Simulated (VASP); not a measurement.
A run of VASP 6.6.1:

The input INCAR:

```
SYSTEM = SiTe
PREC = Accurate ; ENCUT = 500
EDIFF = 1E-6 ; ISMEAR = -1
SIGMA = 0.05 ; LREAL = .FALSE.
LASPH = .TRUE. ; NELM = 120
ALGO = Normal ; ISIF = 2
LWAVE = .FALSE. ; LCHARG = .FALSE.
GGA = PS ; NBANDS = 12
GGA_COMPAT = .FALSE.
```

The input KPOINTS:

```
regular mesh
0
G
  8 8 6
  0 0 0
```

POSCAR

```
SiTe
1.0
    3.7143358800      0.0000000000      0.0000000000
   -1.8571679400      3.2167092300      0.0000000000
    0.0000000000      0.0000000000      4.9763725600
Si Te
1 1
Direct
    0.0000000000      0.0000000000      0.5000000000
    0.0000000000      0.0000000000      0.0000000000
```

Potentials or basis: VASP PAW PBE potentials, release 64 (Si, Te).

The run is started by

```bash
$ cat potpaw_PBE.64/Si/POTCAR potpaw_PBE.64/Te/POTCAR > POTCAR
$ mpirun -np 1 vasp_std > vasp.out
```

Hardware: 1 thread of Intel(R) Xeon(R) Platinum 8259CL CPU @ 2.50GHz (Skylake/Cascade Lake) (shared host).

Problem. How long does it take, and how much memory?

Solution. Wall time 17 s on 1 thread of Intel(R) Xeon(R) Platinum 8259CL CPU @ 2.50GHz (Skylake/Cascade Lake) (shared host), peak memory 0.18 GiB. Counts: scf iterations 12, k points 40.
